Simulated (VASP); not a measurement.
Write the native input for VASP 6.6.1 that does the following.

```
Task                   : single point
Functional             : LDA
Potentials or basis    : VASP PAW LDA potentials, release 64 (Zn)
Cutoff                 : 520 eV
k mesh                 : 7 × 7 × 4
Occupations            : fermi-dirac, width 0.05 eV
Spin                   : no spin polarisation
Dipole correction      : no
Further INCAR settings : ALGO = Normal; EDIFF = 1e-06; NBANDS = 19
```

The structure of Zn lies in POSCAR:

```
Zn
1.0
    2.5611243050      0.0000000000      0.0000000000
   -1.2805621525      2.2179987104      0.0000000000
    0.0000000000      0.0000000000      4.7854910852
Zn
2
Direct
    0.3333333333      0.6666666667      0.2500000000
    0.6666666667      0.3333333333      0.7500000000
```

These files were run (other wordings do the same):

INCAR

```
ALGO = Normal
EDIFF = 1E-6
ENCUT = 520
GGA = CA
ISIF = 2
ISMEAR = -1
LASPH = True
LCHARG = False
LREAL = False
LWAVE = False
NBANDS = 19
NELM = 60
PREC = Accurate
SIGMA = 0.05
```

KPOINTS

```
k-points
0
Gamma
  7 7 4
```

Potentials or basis: VASP PAW LDA potentials, release 64 (Zn).

The run is started by

```console
$ cat potpaw_LDA.64/Zn/POTCAR > POTCAR
$ mpirun -np 1 vasp_std > vasp.out
```

It gave:

| Property | Result |
| --- | --- |
| Pressure | 0.7 GPa |
| Band gap on the k mesh | zero (band 12 reaches 5.28 eV, above the bottom of band 13 at 0.66 eV) |

Caveat: the k points lie up to 0.40 Å⁻¹ apart.

Run time: 5.2 s on 1 thread of Intel(R) Xeon(R) 6975P-C (Granite Rapids), on a shared host, peak memory 0.13 GiB.
